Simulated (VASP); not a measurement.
A run of VASP 6.6.1 is set up as follows.

INCAR

```
SYSTEM = CaO
PREC     = Accurate       ! precision mode
ENCUT    = 520            ! plane-wave cutoff, eV
EDIFF    = 1E-8           ! SCF threshold, eV
ISMEAR   = 0              ! smearing method
SIGMA    = 0.01           ! smearing width, eV
LREAL    = .FALSE.        ! projectors in reciprocal space
LASPH    = .TRUE.         ! aspherical terms in the spheres
NELM     = 60             ! most SCF steps
ALGO     = Normal         ! electronic algorithm
ISIF     = 2              ! what is computed and relaxed
LWAVE    = .FALSE.        ! write WAVECAR
LCHARG   = .FALSE.        ! write CHGCAR
GGA      = PS             ! functional
IBRION   = 8              ! ionic algorithm
NSW      = 1              ! ionic steps
```

The input KPOINTS:

```
regular mesh
0
G
  8 8 8
  0 0 0
```

POSCAR

```
CaO
1.0
    2.3411525506      2.3411525506      0.0000000000
   -2.3411525506      2.3411525506      0.0000000000
    0.0000000000      2.3411525506      2.3411525506
Ca O
1 1
Direct
    0.0000000000      0.0000000000      0.0000000000
    0.5000000000      0.5000000000      0.0000000000
```

Potentials or basis: VASP PAW PBE potentials, release 64 (Ca_sv, O).

Run with:

```bash
$ cat potpaw_PBE.64/Ca_sv/POTCAR potpaw_PBE.64/O/POTCAR > POTCAR
$ mpirun -np 1 vasp_std > vasp.out
```

(1) What does it give for the highest phonon frequency at Γ, LO-TO splitting left out?

Results:

(1) 319 cm⁻¹.

Caveat: the cell stands under pressure or tension, which shifts response properties.
